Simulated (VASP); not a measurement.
Set up this calculation in VASP 6.6.1, as the native input.

| Quantity | Value |
| --- | --- |
| Task | electric field gradients |
| Functional | LDA |
| Potentials or basis | VASP PAW LDA potentials, release 64 (Na_pv, F) |
| Cutoff | 520 eV |
| k mesh | 10 × 10 × 10 |
| Occupations | fermi-dirac, width 0.02 eV |
| Spin | no spin polarisation |
| Dipole correction | no |
| Further INCAR settings | ALGO = Normal; EDIFF = 1e-08; NBANDS = 14 |

The structure of NaF lies in POSCAR:

```
NaF
1.0
    0.0000000000      2.2919002049      2.2919002049
    2.2919002049      0.0000000000      2.2919002049
    2.2919002049      2.2919002049      0.0000000000
Na F
1 1
Direct
    0.0000000000      0.0000000000      0.0000000000
    0.5000000000      0.5000000000      0.5000000000
```

This cell differs from its parent crystal: volume scaled by 0.96.

One way to write it, as run:

INCAR

```
SYSTEM = NaF
PREC     = Accurate       ! precision mode
ENCUT    = 520            ! plane-wave cutoff, eV
EDIFF    = 1E-8           ! SCF threshold, eV
ISMEAR   = -1             ! smearing method
SIGMA    = 0.02           ! smearing width, eV
LREAL    = .False.        ! projectors in reciprocal space
LASPH    = .True.         ! aspherical terms in the spheres
NELM     = 100            ! most SCF steps
ALGO     = Normal         ! electronic algorithm
ISIF     = 2              ! what is computed and relaxed
LWAVE    = .False.        ! write WAVECAR
LCHARG   = .False.        ! write CHGCAR
GGA      = CA             ! functional
LEFG     = .True.       
NBANDS   = 14             ! bands
```

KPOINTS

```
regular mesh
0
Gamma
  10 10 10
  0 0 0
```

Potentials or basis: VASP PAW LDA potentials, release 64 (Na_pv, F).

Run with:

```console
$ cat potpaw_LDA.64/Na_pv/POTCAR potpaw_LDA.64/F/POTCAR > POTCAR
$ mpirun -np 1 vasp_std > vasp.out
```

Results of the run:

The pressure is -3.0 GPa. The band gap on the k mesh is 6.13 eV, direct.

Caveat: without QUAD_EFG the Cq values of the log hold for a quadrupole moment of 1 mb, not for the nuclei.

It took 4.5 s on 1 thread of Intel(R) Xeon(R) 6975P-C (Granite Rapids), on a shared host, peak memory 0.12 GiB.
